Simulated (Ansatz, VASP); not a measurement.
# Two plane-wave programs on LiF

```
Li F
1.0
     0.00000    2.02089    2.02089
     2.02089    0.00000    2.02089
     2.02089    2.02089    0.00000
Li F
1 1
Direct
  0.00000 0.00000 0.00000
  0.50000 0.50000 0.50000
```

Alike in both runs: functional r2SCAN; k mesh 12 × 12 × 12; occupations fermi-dirac, width 0.02 eV; no spin polarisation.

Ansatz relaxed the structure, and its values are those at the end. VASP's run is a single point on that final structure, the one shown.

|  | VASP | Ansatz |
| --- | --- | --- |
| version | VASP 6.6.1 | Ansatz 0.2.0 |
| potentials or method | VASP PAW PBE potentials, release 64 (Li_sv, F), cutoff 520 eV | PAW plane waves |
| valence electrons in the cell | 10 | 10 |

```csv
,VASP,Ansatz,Ansatz less VASP
gap on the k mesh at the Fermi level (eV),10.16,9.97,-0.189
```

VASP's potentials were made for PBE, not for r2SCAN. Ansatz's warnings: stress scf threshold loose.

Noted on VASP's run: the cutoff is short for stress, so the pressure is rough.
